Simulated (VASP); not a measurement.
A run of VASP 6.6.1:

Contents of INCAR:

```
SYSTEM = NbAs
PREC = Accurate
ENCUT = 500
EDIFF = 1E-6
ISMEAR = -1
SIGMA = 0.05
LREAL = .FALSE.
LASPH = .TRUE.
NELM = 120
ALGO = Normal
ISIF = 2
LWAVE = .FALSE.
LCHARG = .FALSE.
NBANDS = 16
GGA_COMPAT = .FALSE.
```

KPOINTS

```
regular mesh
0
G
  14 14 14
  0 0 0
```

Contents of POSCAR:

```
NbAs
1.0
    0.0000000000      2.4815364895      2.4815364895
    2.4815364895      0.0000000000      2.4815364895
    2.4815364895      2.4815364895      0.0000000000
Nb As
1 1
Direct
    0.0000000000      0.0000000000      0.0000000000
    0.5000000000      0.5000000000      0.5000000000
```

Potentials or basis: VASP PAW LDA potentials, release 64 (Nb_sv, As).

Command:

```console
$ cat potpaw_LDA.64/Nb_sv/POTCAR potpaw_LDA.64/As/POTCAR > POTCAR
$ mpirun -np 1 vasp_std > vasp.out
```

Hardware: 1 thread of Intel Xeon 8259CL, with other jobs on the host.

Question: How long does it take, and how much memory?

Answer: It took 2.2 min on 1 thread of Intel Xeon 8259CL, with other jobs on the host, peak memory 0.14 GiB. Counts: scf iterations 11, k points 104.
